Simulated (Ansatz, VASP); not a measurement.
WS2: VASP beside Ansatz

```
CELL_PARAMETERS angstrom
-3.15421 0.00000 0.00000
-1.57710 -2.73162 0.00000
0.00000 0.00000 13.63991
ATOMIC_POSITIONS crystal
W 0.33333 0.33333 0.22251
W 0.66667 0.66667 0.66752
S 0.33333 0.33333 0.55207
S 0.66667 0.66667 0.10706
S 0.33333 0.33333 0.78297
S 0.66667 0.66667 0.33796
```

Alike in both runs: task single point; functional PBE; dispersion D3(BJ); k mesh 10 × 10 × 3; occupations gaussian, width 0.05 eV; no spin polarisation.

|  | VASP | Ansatz |
| --- | --- | --- |
| version | VASP 6.6.1 | Ansatz 0.2.0 |
| potentials or method | VASP PAW PBE potentials, release 64 (W_sv, S), cutoff 520 eV | scalar-relativistic, plane waves, PAW |
| valence electrons in the cell | 52 | 52 |

Ansatz gave:

| Item | Value |
| --- | --- |
| gap on the k mesh at the Fermi level (eV) | 1.33 |
| least direct gap on the mesh (eV) | 2.21 |
| pressure (GPa) | -0.1 |
| traceless stress, the component that is largest in VASP (GPa) | -0.41 |
| rms of the force components (eV/Å) | 0.036 |

Q: Which values does VASP return?

A: gap on the k mesh at the Fermi level (eV): 1.34; least direct gap on the mesh (eV): 2.21; pressure (GPa): -0.1; traceless stress, the component that is largest in VASP (GPa): -0.41; rms of the force components (eV/Å): 0.037.

Atom by atom the forces differ by 0.002 eV/Å (rms over components).

Spin-orbit coupling is off throughout.
